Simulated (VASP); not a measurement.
Here is a VASP 6.6.1 calculation.

Contents of INCAR:

```
ALGO = Normal
EDIFF = 1E-6
ENCUT = 520
ISIF = 2
ISMEAR = -1
LASPH = True
LCHARG = False
LREAL = False
LWAVE = False
NBANDS = 28
NELM = 60
PREC = Accurate
SIGMA = 0.02
```

KPOINTS

```
k-points
0
Gamma
  6 6 5
```

File POSCAR:

```
SnO
1.0
    3.8765679508      0.0000000000      0.0000000000
    0.0000000000      3.8765679508      0.0000000000
    0.0000000000      0.0000000000      4.9308476092
Sn O
2 2
Direct
    0.0000000000      0.5000000000      0.2385000000
    0.5000000000      0.0000000000      0.7615000000
    0.0000000000      0.0000000000      0.0000000000
    0.5000000000      0.5000000000      0.0000000000
```

Potentials or basis: VASP PAW LDA potentials, release 64 (Sn_d, O).

Command:

```bash
$ cat potpaw_LDA.64/Sn_d/POTCAR potpaw_LDA.64/O/POTCAR > POTCAR
$ mpirun -np 1 vasp_std > vasp.out
```

What does it give for the band gap on the k mesh?

0.28 eV, indirect (least direct gap 2.00 eV).

Estimate the pressure.

-7.3 GPa.

Estimate the largest force.

0.886 eV/Å.

Stress tensor (GPa, compression positive):
```
-7.70  0.00  0.00
 0.00 -7.70  0.00
 0.00  0.00 -6.42
```

Caveat: spin-orbit coupling is left out, which moves the levels of the heavy elements. A k mesh can miss the band edges.
